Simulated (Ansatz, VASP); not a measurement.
**Al3GaN4 in VASP and in Ansatz**

Contents of INCAR:

```
ALGO     = Normal         # electronic algorithm
EDIFF    = 1E-6           # SCF threshold, eV
ENCUT    = 520            # plane-wave cutoff, eV
GGA      = PS             # functional
ISIF     = 2              # what is computed and relaxed
ISMEAR   = 0              # smearing method
LASPH    = T              # aspherical terms in the spheres
LCHARG   = F              # write CHGCAR
LREAL    = F              # projectors in reciprocal space
LWAVE    = F              # write WAVECAR
NBANDS   = 31             # bands
NELM     = 80             # most SCF steps
PREC     = Accurate       # precision mode
SIGMA    = 0.05           # smearing width, eV
```

File KPOINTS:

```
k-points
0
Gamma
  6 6 6
```

Contents of POSCAR:

```
Al3GaN4
1.0
    4.7595544276      0.0000000000      0.0000000000
    0.0000000000      4.7595544276      0.0000000000
    0.0000000000      0.0000000000      4.4069948404
Al Ga N
3 1 4
Direct
    0.5000000000      0.5000000000      0.0000000000
    0.5000000000      0.0000000000      0.5000000000
    0.0000000000      0.5000000000      0.5000000000
    0.0000000000      0.0000000000      0.0000000000
    0.7447077174      0.7447077174      0.2552922826
    0.7447077174      0.2552922826      0.7447077174
    0.2552922826      0.7447077174      0.7447077174
    0.2552922826      0.2552922826      0.2552922826
```

Input for Ansatz:

```yaml
crystal:
  lattice:
    - [4.7595544276, 0.0, 0.0]
    - [0.0, 4.7595544276, 0.0]
    - [0.0, 0.0, 4.4069948404]
  atoms:
    - { symbol: Al, position: [0.5, 0.5, 0.0] }
    - { symbol: Al, position: [0.5, 0.0, 0.5] }
    - { symbol: Al, position: [0.0, 0.5, 0.5] }
    - { symbol: Ga, position: [0.0, 0.0, 0.0] }
    - { symbol: "N", position: [0.7447077174, 0.7447077174, 0.2552922826] }
    - { symbol: "N", position: [0.7447077174, 0.2552922826, 0.7447077174] }
    - { symbol: "N", position: [0.2552922826, 0.7447077174, 0.7447077174] }
    - { symbol: "N", position: [0.2552922826, 0.2552922826, 0.2552922826] }
basis:
  ecutwfc: 420
kpoints:
  mp_grid: { grid: [6, 6, 6] }
hamiltonian:
  xc: pbesol
scf:
  occupations: { method: gaussian, width: 0.05 }
output:
  forces: true
  stress: true
  eigenvalues: true
```

Change from the starting cell: strain +0.080 along x and y, +0.000 along z, atoms carried along.

Alike in both runs: task single point; functional PBEsol; k mesh 6 × 6 × 6; occupations gaussian, width 0.05 eV; no spin polarisation.

|  | VASP | Ansatz |
| --- | --- | --- |
| version | VASP 6.6.1 | Ansatz 0.2.0 |
| potentials or method | VASP PAW PBE potentials, release 64 (Al, Ga_d, N), cutoff 520 eV | scalar-relativistic, plane waves, PAW |
| valence electrons in the cell | 42 | 42 |

VASP gave:

```
gap on the k mesh at the Fermi level (eV)                     : 2.04
least direct gap on the mesh (eV)                             : 2.04
pressure (GPa)                                                : -22.6
traceless stress, the component that is largest in VASP (GPa) : 5.87
rms of the force components (eV/Å)                            : 0.024
```

Question: What did Ansatz give for the same quantities?

Answer: gap on the k mesh at the Fermi level (eV): 2.03; least direct gap on the mesh (eV): 2.03; pressure (GPa): -22.5; traceless stress, the component that is largest in VASP (GPa): 5.86; rms of the force components (eV/Å): 0.024.

VASP's potentials were made for PBE, not for PBEsol. Atom by atom the forces differ by 0.003 eV/Å (rms over components).
